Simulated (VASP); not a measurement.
## BeTe: single point with PBE

BeTe:

```
CELL_PARAMETERS angstrom
0.00000 2.82862 2.82862
2.82862 0.00000 2.82862
2.82862 2.82862 0.00000
ATOMIC_POSITIONS crystal
Be 0.00000 0.00000 0.00000
Te 0.25000 0.25000 0.25000
```

* Program: VASP 6.6.1
* Task: single point
* Functional: PBE
* Potentials or basis: VASP PAW PBE potentials, release 64 (Be, Te)
* Cutoff: 520 eV
* k mesh: 6 × 6 × 6
* Occupations: gaussian, width 0.01 eV
* Spin: no spin polarisation

```yaml
Pressure: 0.4 GPa
Band_gap_on_the_k_mesh: 2.01 eV, indirect (least direct gap 3.62 eV)
```

Levels at points of the mesh, in eV from the valence-band top:
```tsv
k point	band 1	band 2	band 3	band 4	band 5	band 6	band 7	band 8
(0.00, 0.00, 0.00)	-12.21	0.00	0.00	0.00	3.62	3.62	3.62	3.72
(0.50, 0.00, 0.00)	-10.90	-5.46	-1.11	-1.11	3.04	4.59	4.59	7.82
(0.50, 0.50, 0.00)	-10.42	-5.04	-2.60	-2.60	2.01	2.68	9.62	9.62
```

It took 15 s on 1 thread of Intel(R) Xeon(R) Platinum 8488C (Sapphire Rapids), with other jobs on the host, peak memory 0.17 GiB.

Caveat: spin-orbit coupling is left out, which moves the levels of the heavy elements. A k mesh can miss the band edges.
